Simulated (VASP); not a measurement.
Write the native input for VASP 6.6.1 that does the following.

| Item | Value |
| --- | --- |
| Task | single point |
| Functional | PBE |
| Potentials or basis | VASP PAW PBE potentials, release 64 (Ti_sv) |
| Cutoff | 520 eV |
| k mesh | 20 × 20 × 20 |
| Occupations | gaussian, width 0.15 eV |
| Spin | no spin polarisation |
| Dipole correction | no |
| Further INCAR settings | ALGO = Normal; EDIFF = 1e-06; NBANDS = 12 |

The structure of Ti lies in POSCAR:

```
Ti
1.0
    0.0000000000      2.3667468807      1.4891571373
    2.3667468807      0.0000000000      1.4891571373
    2.3667468807      2.3667468807      0.0000000000
Ti
1
Direct
    0.0000000000      0.0000000000      0.0000000000
```

This cell differs from its parent crystal: volume 16.683 Å^3 an atom, c/a of the conventional cell 0.6292.

The input as run:

INCAR

```
SYSTEM = Ti
  ALGO = Normal
  EDIFF = 1E-6
  ENCUT = 520
  GGA = PE
  ISIF = 2
  ISMEAR = 0
  LASPH = .True.
  LCHARG = .False.
  LREAL = .False.
  LWAVE = .False.
  NBANDS = 12
  NELM = 100
  PREC = Accurate
  SIGMA = 0.15
```

KPOINTS

```
k-points
0
Gamma
  20 20 20
  0 0 0
```

Potentials or basis: VASP PAW PBE potentials, release 64 (Ti_sv).

The run is started by

```sh
$ cat potpaw_PBE.64/Ti_sv/POTCAR > POTCAR
$ mpirun -np 1 vasp_std > vasp.out
```

It gave:

| Quantity | Value |
| --- | --- |
| Pressure | 3.6 GPa |
| Band gap on the k mesh | zero (band 6 reaches 9.43 eV, above the bottom of band 7 at 7.98 eV) |

It took 52 s on 1 thread of Intel(R) Xeon(R) 6975P-C (Granite Rapids), on a shared host, peak memory 0.24 GiB.
